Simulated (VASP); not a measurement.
A run of VASP 6.6.1 is set up as follows.

Contents of INCAR:

```
ALGO = Normal ; EDIFF = 1E-6
EDIFFG = -0.04 ; ENCUT = 600
GGA = PE ; IBRION = 2
ISIF = 3 ; ISMEAR = 0
LASPH = True ; LCHARG = False
LREAL = False ; LWAVE = False
NELM = 80 ; NSW = 90
PREC = Accurate ; SIGMA = 0.1
```

KPOINTS

```
k-points
0
Gamma
  6 6 4
```

POSCAR

```
ZnAg2S2
1.0
    4.4637166475      0.0000000000      0.0000000000
   -2.2318583237      3.8656920120      0.0000000000
    0.0000000000      0.0000000000      5.5489449200
Zn Ag S
1 2 2
Direct
    0.6666666667      0.3333333333      0.0000000000
    0.6666666667      0.3333333333      0.5000000000
    0.0000000000      0.0000000000      0.0000000000
    0.3333333333      0.6666666667      0.7493353465
    0.3333333333      0.6666666667      0.2506646535
```

Potentials or basis: VASP PAW PBE potentials, release 64 (Zn, Ag, S).

Launch:

```bash
$ cat potpaw_PBE.64/Zn/POTCAR potpaw_PBE.64/Ag/POTCAR potpaw_PBE.64/S/POTCAR > POTCAR
$ mpirun -np 1 vasp_std > vasp.out
```

(1) What does it give for the relaxed volume?

(2) Predict the space group after relaxing (to 0.05 Å).

(3) Predict the relaxed cell.

Answers

(1) 19.43 Å³/atom.

(2) P-6m2 (No. 187).

(3) a = 4.320 Å, b = 4.320 Å, c = 6.011 Å, α = 90.00°, β = 90.00°, γ = 120.00°.
